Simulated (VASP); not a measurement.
# Ni (Fm-3m) in VASP: a series of runs

Ni is run at these levels: PBE, RPBE; tasks: single point.

All numbers are computed with VASP 6.6.1; they aren't measurements. Logs are shortened: lines on timing, memory, paths and dates and some standing lists are left out, and cuts for length are marked.

### Step 1. The cell of the first run

The structure is cubic, space group Fm-3m (No. 225). The conventional cell has a = 3.498 Å, b = 3.498 Å, c = 3.498 Å, α = 90.00°, β = 90.00°, γ = 90.00°. Ni (site symmetry m-3m) has 12 Ni at 2.47 Å within 3.3 Å.

### Step 2. Single point, PBE, collinear spin, ferromagnetic start

The input, INCAR:

```
SYSTEM = Ni
  PREC = Accurate
  ENCUT = 520
  EDIFF = 1E-6
  ISMEAR = -1
  SIGMA = 0.05
  LREAL = .False.
  LASPH = .True.
  NELM = 150
  ALGO = Normal
  ISIF = 2
  LWAVE = .False.
  LCHARG = .False.
  ISPIN = 2
  MAGMOM = 1
  LORBIT = 11
  LMAXMIX = 4
  GGA = PE
  NBANDS = 15
```

The input, KPOINTS:

```
regular mesh
0
Gamma
  13 13 13
  0 0 0
```

The input, POSCAR:

```
Ni
1.0
    0.0000000000      1.7490803739      1.7490803739
    1.7490803739      0.0000000000      1.7490803739
    1.7490803739      1.7490803739      0.0000000000
Ni
1
Direct
    0.0000000000      0.0000000000      0.0000000000
```

Potentials or basis: VASP PAW PBE potentials, release 64 (Ni).

Run with:

```
cat potpaw_PBE.64/Ni/POTCAR > POTCAR
mpirun -np 1 vasp_std > vasp.out
```

OUTCAR:

```text
SYSTEM = Ni
   PREC = Accurate
   ENCUT = 520
   EDIFF = 1E-6
   ISMEAR = -1
   LREAL = .False.
   LASPH = .True.
   NELM = 150
   ISIF = 2
   ISPIN = 2
   LORBIT = 11
   GGA = PE

 ion  position               nearest neighbor table
   1  0.000  0.000  0.000-

  LATTYP: Found a face centered cubic cell.
 ALAT       =     3.4981607478

  Lattice vectors:

 A1 = (   0.0000000000,   1.7490803739,   1.7490803739)
 A2 = (   1.7490803739,   0.0000000000,   1.7490803739)
 A3 = (   1.7490803739,   1.7490803739,   0.0000000000)

Analysis of symmetry for initial positions (statically):
=====================================================================
 Subroutine PRICEL returns:
 Original cell was already a primitive cell.

 Routine SETGRP: Setting up the symmetry group for a
 face centered cubic supercell.

 Subroutine GETGRP returns: Found 48 space group operations
 (whereof 48 operations were pure point group operations)
 out of a pool of 48 trial point group operations.

The static configuration has the point symmetry O_h .

Analysis of symmetry for dynamics (positions and initial velocities):
=====================================================================
 Subroutine PRICEL returns:
 Original cell was already a primitive cell.

 Routine SETGRP: Setting up the symmetry group for a
 face centered cubic supercell.

 Subroutine GETGRP returns: Found 48 space group operations
 (whereof 48 operations were pure point group operations)
 out of a pool of 48 trial point group operations.

The dynamic configuration has the point symmetry O_h .

Analysis of structural, dynamic, and magnetic symmetry:
=====================================================================
 Subroutine PRICEL returns:
 Original cell was already a primitive cell.

 Routine SETGRP: Setting up the symmetry group for a
 face centered cubic supercell.

 Subroutine GETGRP returns: Found 48 space group operations
 (whereof 48 operations were pure point group operations)
 out of a pool of 48 trial point group operations.

The overall configuration has the point symmetry O_h .

 Subroutine INISYM returns: Found 48 space group operations
 (whereof 48 operations are pure point group operations),
 and found     1 'primitive' translations

----------------------------------------------------------------------------------------

                                     Primitive cell

  volume of cell :      10.7019

  direct lattice vectors                    reciprocal lattice vectors
     0.000000000  1.749080374  1.749080374    -0.285864508  0.285864508  0.285864508
     1.749080374  0.000000000  1.749080374     0.285864508 -0.285864508  0.285864508
     1.749080374  1.749080374  0.000000000     0.285864508  0.285864508 -0.285864508

  length of vectors
     2.473573186  2.473573186  2.473573186     0.495131851  0.495131851  0.495131851

  position of ions in fractional coordinates (direct lattice)
     0.000000000  0.000000000  0.000000000

  ion indices of the primitive-cell ions
   primitive index   ion index
                 1           1

----------------------------------------------------------------------------------------

 KPOINTS: regular mesh

Automatic generation of k-mesh.
 Grid dimensions read from file:
 generate k-points for:   13   13   13

 Generating k-lattice:

  Cartesian coordinates                     Fractional coordinates (reciprocal lattice)
    -0.021989578  0.021989578  0.021989578     0.076923077  0.000000000  0.000000000
     0.021989578 -0.021989578  0.021989578     0.000000000  0.076923077  0.000000000
     0.021989578  0.021989578 -0.021989578     0.000000000  0.000000000  0.076923077

  Length of vectors
     0.038087065  0.038087065  0.038087065

  Shift w.r.t. Gamma in fractional coordinates (k-lattice)
     0.000000000  0.000000000  0.000000000

 Subroutine IBZKPT returns following result:
 ===========================================

 Found     84 irreducible k-points:

 Following reciprocal coordinates:
            Coordinates               Weight
  0.000000  0.000000  0.000000      1.000000
  0.076923  0.000000  0.000000      8.000000
  0.153846  0.000000  0.000000      8.000000
  0.230769  0.000000  0.000000      8.000000
  0.307692  0.000000  0.000000      8.000000
  0.384615  0.000000  0.000000      8.000000
[... 16 lines left out ...]
  0.384615  0.153846  0.000000     24.000000
  0.461538  0.153846  0.000000     24.000000
 [... further k-points ...]
   k-points           NKPTS =     84   k-points in BZ     NKDIM =     84   number of bands    NBANDS=     15
   number of dos      NEDOS =    301   number of ions     NIONS =      1
   total plane-waves  NPLWV =   5832
   dimension x,y,z NGX =    18 NGY =   18 NGZ =   18
   dimension x,y,z NGXF=    36 NGYF=   36 NGZF=   36
   ions per type =               1
   NGX,Y,Z   is equivalent  to a cutoff of  12.10, 12.10, 12.10 a.u.
   NGXF,Y,Z  is equivalent  to a cutoff of  24.20, 24.20, 24.20 a.u.
 SYSTEM =  Ni
   PREC   = accura    normal or accurate (medium, high low for compatibility)
   ISTART =      0    job   : 0-new  1-cont  2-samecut
   ICHARG =      2    charge: 1-file 2-atom 10-const
   ISPIN  =      2    spin polarized calculation?
   LNONCOLLINEAR =      F non collinear calculations
   LSORBIT =      F    spin-orbit coupling
   LASPH  =      T    aspherical Exc in radial PAW
   ENCUT  =  520.0 eV  38.22 Ry    6.18 a.u.   4.60  4.60  4.60*2*pi/ulx,y,z
   NELM   =    150;   NELMIN=  2; NELMDL= -5     # of ELM steps
   EDIFF  = 0.1E-05   stopping-criterion for ELM
   LREAL  =      F    real-space projection
   EDIFFG = 0.1E-04   stopping-criterion for IOM
   NSW    =      0    number of steps for IOM
   IBRION =     -1    ionic relax: 0-MD 1-quasi-New 2-CG
   NFREE  =      0    steps in history (QN), initial steepest desc. (CG)
   ISIF   =      2    stress and relaxation
   ISYM   =      2    0-nonsym 1-usesym 2-fastsym
   POTIM  = 0.5000    time-step for ionic-motion
   TEBEG  =    0.0;   TEEND  =   0.0 temperature during run
   PSTRESS=    0.0 pullay stress
   NELECT =      10.0000    total number of electrons
   NUPDOWN=      -1.0000    fix difference up-down
   EMIN   =  10.00;   EMAX   =-10.00  energy-range for DOS
   EFERMI =   0.00;   METHOD = LEGACY
   ISMEAR =    -1;   SIGMA  =   0.05  broadening in eV -4-tet -1-fermi 0-gaus
   EFERMI_NEDOS =   21; number of points for ismear=-14 and -15
   IALGO  =     38    algorithm
   IMIX   =      4    mixing-type and parameters
     AMIX     =   0.40;   BMIX     =  1.00
     AMIX_MAG =   1.60;   BMIX_MAG =  1.00
  volume/ion in A,a.u.               =      10.70        72.22
  Fermi-wavevector in a.u.,A,eV,Ry     =   1.600498  3.024502 34.852589  2.561593
  Thomas-Fermi vector in A             =   2.697624
   LORBIT       =     11    0 simple, 1 ext, 2 COOP (PROOUT), +10 PAW based schemes
   GGA     = PE    functional components
   LHFCALC =     F    Hartree Fock is set to
   AEXX    =    0.0000 exact exchange contribution
   IVDW    =     0    specifies the selected vdW correction
   LEPSILON=     F    determine dielectric tensor
   LRPA    =     F    only Hartree local field effects (RPA)
 spin polarized calculation
  energy-cutoff  :      520.00
  volume of cell :       10.70
 maximum number of plane-waves:       299
   NGX =  9   NGY =  9   NGZ =  9

 number of electron      10.0000009 magnetization       0.6238490

 Free energy of the ion-electron system (eV)
  ---------------------------------------------------
  ext. energy  EPLUGINS =         0.00000000
  ---------------------------------------------------
  free energy    TOTEN  =        -5.47808537 eV

  energy without entropy =       -5.46503383  energy(sigma->0) =       -5.47155960

 E-fermi :   9.6149     XC(G=0): -13.3531

 val. band max:        9.6089613395   @ k =   0.3846   0.0769   0.0000
 cond. band min:       9.6167027056   @ k =   0.3846   0.3846   0.0000
 fundamental gap:      0.0077413662
 Fermi energy:         9.6148753489

 spin component 1

 k-point     1 :       0.0000    0.0000    0.0000
  band No.  band energies     occupation
      1       0.4841      1.00000
      2       7.1383      1.00000
      3       7.1383      1.00000
      4       7.1383      1.00000
      5       8.3426      1.00000
      6       8.3426      1.00000
      7      33.4719      0.00000
      8      37.4649      0.00000
      9      37.4649      0.00000
     10      37.4649      0.00000
     11      40.4578      0.00000
     12      40.4578      0.00000
     13      40.4578      0.00000
     14      43.3836      0.00000
     15      49.8713      0.00000
[... 397 lines left out ...]
 k-point    24 :       0.4615    0.1538    0.0000
  band No.  band energies     occupation
      1       5.0386      1.00000
      2       6.7378      1.00000
      3       7.1628      1.00000
      4       7.5560      1.00000
      5       9.0411      0.99999
      6      10.4606      0.00000
      7      17.6188      0.00000
      8      28.5923      0.00000
      9      30.3037      0.00000
     10      32.4569      0.00000
     11      42.4966      0.00000
     12      42.7586      0.00000
     13      45.7813      0.00000
     14      49.0577      0.00000
     15      55.7005      0.00000

 [... further k-points ...]

 spin component 2

 k-point     1 :       0.0000    0.0000    0.0000
  band No.  band energies     occupation
      1       0.4545      1.00000
      2       7.8866      1.00000
      3       7.8866      1.00000
      4       7.8866      1.00000
      5       8.9239      1.00000
      6       8.9239      1.00000
      7      33.3203      0.00000
      8      37.4469      0.00000
      9      37.4469      0.00000
     10      37.4469      0.00000
     11      40.5651      0.00000
     12      40.5651      0.00000
     13      40.5651      0.00000
     14      43.2627      0.00000
     15      50.0775      0.00000
[... 397 lines left out ...]
 k-point    24 :       0.4615    0.1538    0.0000
  band No.  band energies     occupation
      1       5.4012      1.00000
      2       7.1593      1.00000
      3       7.7610      1.00000
      4       8.1887      1.00000
      5       9.7877      0.03060
      6      10.9230      0.00000
      7      17.8855      0.00000
      8      28.6242      0.00000
      9      30.3814      0.00000
     10      32.5102      0.00000
     11      42.4760      0.00000
     12      42.7887      0.00000
     13      45.8354      0.00000
     14      49.2486      0.00000
     15      57.0720      0.00000

 [... further k-points ...]
[... 5 lines left out ...]
  --------------------------------------------------------------------------------------
  -------------------------------------------------------------------------------------
  Total        0.2357515      0.2357515      0.2357515      0.0000000      0.0000000      0.0000000
  in kB       35.2943907     35.2943907     35.2943907      0.0000000      0.0000000      0.0000000
  external PRESSURE =      35.2943907 kB  Pullay stress =       0.0000000 kB

 VOLUME and BASIS-vectors are now :
 -----------------------------------------------------------------------------
  energy-cutoff  :      520.00
  volume of cell :       10.70
      direct lattice vectors                 reciprocal lattice vectors
     0.000000000  1.749080374  1.749080374    -0.285864508  0.285864508  0.285864508
     1.749080374  0.000000000  1.749080374     0.285864508 -0.285864508  0.285864508
     1.749080374  1.749080374  0.000000000     0.285864508  0.285864508 -0.285864508

 POSITION                                       TOTAL-FORCE (eV/Angst)
 -----------------------------------------------------------------------------------
      0.00000      0.00000      0.00000         0.000000      0.000000      0.000000
 -----------------------------------------------------------------------------------
    total drift:                                0.000000     -0.000000     -0.000000

  FREE ENERGIE OF THE ION-ELECTRON SYSTEM (eV)
  ---------------------------------------------------
  free  energy   TOTEN  =        -5.4780853656 eV

  energy  without entropy=       -5.4650338333  energy(sigma->0) =       -5.47155960

 total charge

# of ion       s       p       d       tot
------------------------------------------
    1        0.504   0.513   8.323   9.340

 magnetization (x)

# of ion       s       p       d       tot
------------------------------------------
    1       -0.006  -0.024   0.664   0.634
```

It took 35 s on 1 thread of Intel Xeon Platinum 8259CL at 2.50GHz (Skylake/Cascade Lake), shared host; peak memory 0.13 GiB.

What came out:

- Free energy: -5.4781 eV
- Pressure: 3.5 GPa
- Net moment: 0.62 μB per cell
- Site moments: Ni +0.63 μB
- Valence electrons inside the program's atomic spheres: Ni 9.34

(Part 1 of 3 ends here.)
